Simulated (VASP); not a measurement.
The system is Mg2SiN2.

```
Mg Si N
1.0
     3.14797    0.00000    0.00000
    -1.57398    2.72622    0.00000
     0.00000    0.00000    8.53500
Mg Si N
2 1 2
Direct
  0.66667 0.33333 0.29172
  0.33333 0.66667 0.70828
  0.00000 0.00000 0.00000
  0.66667 0.33333 0.87262
  0.33333 0.66667 0.12738
```

The cell was built from a structure type or drawn by symmetry, and may not be a known phase.

```yaml
Program: VASP 6.6.1
Task: relaxation of cell and atoms
Functional: PBE
Potentials_or_basis: VASP PAW PBE potentials, release 64 (Mg, Si, N)
Cutoff: 600 eV
k_mesh: 6 × 6 × 2
Occupations: gaussian, width 0.1 eV
Spin: no spin polarisation
```

At the start: pressure -17.4 GPa; volume 14.65 Å³/atom.

How do energy, volume and symmetry change on relaxing?

Over 14 steps the energy falls by 339.7 meV/atom and the volume is 10.82 Å³/atom (-26.2 %); space group P-3m1 (No. 164, to 0.1 Å) before and after.

Step by step:
```
step  energy change (eV)  largest force (eV/Å)  pressure (GPa)  volume (Å³)
   1              0.0000                0.8518          -17.43        73.25
   2             -1.0095                1.9788            5.52        57.60
   3             -1.0305                1.8259            1.44        59.14
   4             -1.2440                0.8413            2.07        57.71
   5             -1.2590                0.9380            2.62        57.23
   6             -1.4580                0.4667           -4.07        58.02
   7             -1.5202                0.1951           -7.87        58.54
   8             -1.6431                0.2782           -5.87        56.64
   9             -1.6627                0.4371           -4.04        55.45
  10             -1.6633                0.4055           -4.38        55.66
  11             -1.6956                0.1474           -1.00        54.45
  12             -1.6977                0.1057            0.17        54.07
  13             -1.6977                0.1036            0.27        54.03
  14             -1.6983                0.0207            0.09        54.08
```

Final structure:
```
Mg Si N
1.0
     2.89235    0.00000    0.00000
    -1.44618    2.50485    0.00000
     0.00000    0.00000    7.46416
Mg Si N
2 1 2
Direct
  0.66667 0.33333 0.33094
  0.33333 0.66667 0.66906
  0.00000 0.00000 0.00000
  0.66667 0.33333 0.86360
  0.33333 0.66667 0.13640
```

Caveat: the k points lie up to 0.42 Å⁻¹ apart in the final cell, too coarse for converged energies and pressures of a metal; the volume moved by over 15 % at a fixed basis, so the end points are rough.
